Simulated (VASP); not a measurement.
Al, 4 atoms in the cell. It takes space group Cmme (No. 67, orthorhombic). Conventional cell: a = 3.213 Å, b = 4.544 Å, c = 8.787 Å, α = 90.00°, β = 90.00°, γ = 90.00°. Al (site symmetry mm2) has 14 Al at 2.54 to 3.21 Å within 3.4 Å. Within 3.7 Å of Al (site symmetry mm2) lie 14 Al at 2.78 to 3.21 Å. 

- Program: VASP 6.6.1
- Task: single point
- Functional: PBEsol
- Potentials or basis: VASP PAW PBE potentials, release 64 (Al)
- Cutoff: 520 eV
- k mesh: 22 × 22 × 7
- Occupations: gaussian, width 0.15 eV
- Spin: no spin polarisation
- Dipole correction: no
- Further INCAR settings: ALGO = Fast; EDIFF = 1e-07; NBANDS = 14

Potentials or basis: VASP PAW PBE potentials, release 64 (Al).

The run is started by

```sh
$ cat potpaw_PBE.64/Al/POTCAR > POTCAR
$ mpirun -np 1 vasp_std > vasp.out
```

Hardware: 1 thread of Intel(R) Xeon(R) 6975P-C (Granite Rapids) (shared host).

Q: Estimate the wall time of this run.

A: It took 3.2 min on 1 thread of Intel(R) Xeon(R) 6975P-C (Granite Rapids) (shared host), peak memory 0.46 GiB. Counts: scf iterations 17, k points 532.
